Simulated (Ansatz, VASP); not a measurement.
Two plane-wave programs on AlN

Contents of INCAR:

```
PREC     = Accurate       # precision mode
ENCUT    = 520            # plane-wave cutoff, eV
EDIFF    = 1E-6           # SCF threshold, eV
ISMEAR   = 0              # smearing method
SIGMA    = 0.05           # smearing width, eV
LREAL    = False          # projectors in reciprocal space
LASPH    = True           # aspherical terms in the spheres
NELM     = 80             # most SCF steps
ALGO     = Normal         # electronic algorithm
ISIF     = 2              # what is computed and relaxed
LWAVE    = False          # write WAVECAR
LCHARG   = True           # write CHGCAR
GGA      = PS             # functional
LELF     = True           # ELF
LVHAR    = True         
NBANDS   = 16             # bands
```

KPOINTS

```
Automatic mesh
0
Gamma
  9 9 6
```

Contents of POSCAR:

```
AlN
1.0
    3.4005000000      0.0000000000      0.0000000000
   -1.7002500000      2.9449193856      0.0000000000
    0.0000000000      0.0000000000      4.2228000000
Al N
2 2
Direct
    0.3333333333      0.6666666667      0.7500000000
    0.6666666667      0.3333333333      0.2500000000
    0.3333333333      0.6666666667      0.2500000000
    0.6666666667      0.3333333333      0.7500000000
```

Input for Ansatz:

```yaml
crystal:
  lattice:
    - [3.4005, 0.0, 0.0]
    - [-1.70025, 2.9449193856, 0.0]
    - [0.0, 0.0, 4.2228]
  atoms:
    - { symbol: Al, position: [0.3333333333, 0.6666666667, 0.75] }
    - { symbol: Al, position: [0.6666666667, 0.3333333333, 0.25] }
    - { symbol: "N", position: [0.3333333333, 0.6666666667, 0.25] }
    - { symbol: "N", position: [0.6666666667, 0.3333333333, 0.75] }
basis:
  ecutwfc: 520.0
kpoints:
  mp_grid: { grid: [9, 9, 6] }
hamiltonian:
  xc: pbesol
  pseudopotentials: { kind: paw, azcp: { folder: soft_1 } }
scf:
  occupations: { method: gaussian, width: 0.05 }
output:
  forces: true
  stress: true
  eigenvalues: true
```

Alike in both runs: task single point; functional PBEsol; k mesh 9 × 9 × 6; occupations gaussian, width 0.05 eV; no spin polarisation.

```csv
,VASP,Ansatz
version,VASP 6.6.1,Ansatz 0.2.0
potentials or method,"VASP PAW PBE potentials, release 64 (Al, N), cutoff 520 eV","scalar-relativistic, plane waves, PAW"
valence electrons in the cell,16,16
```

|  | VASP | Ansatz | Ansatz less VASP |
| --- | --- | --- | --- |
| gap on the k mesh at the Fermi level (eV) | 2.80 | 2.79 | -0.010 |
| least direct gap on the mesh (eV) | 2.80 | 2.79 | -0.010 |
| pressure (GPa) | -14.8 | -14.7 | +0.04 |
| traceless stress, the component that is largest in VASP (GPa) | 2.37 | 2.36 | -0.011 |

VASP's potentials were made for PBE, not for PBEsol, and Ansatz warns of the same on its side. With one functional, cell and mesh, what is left measures potentials, basis and numerics.
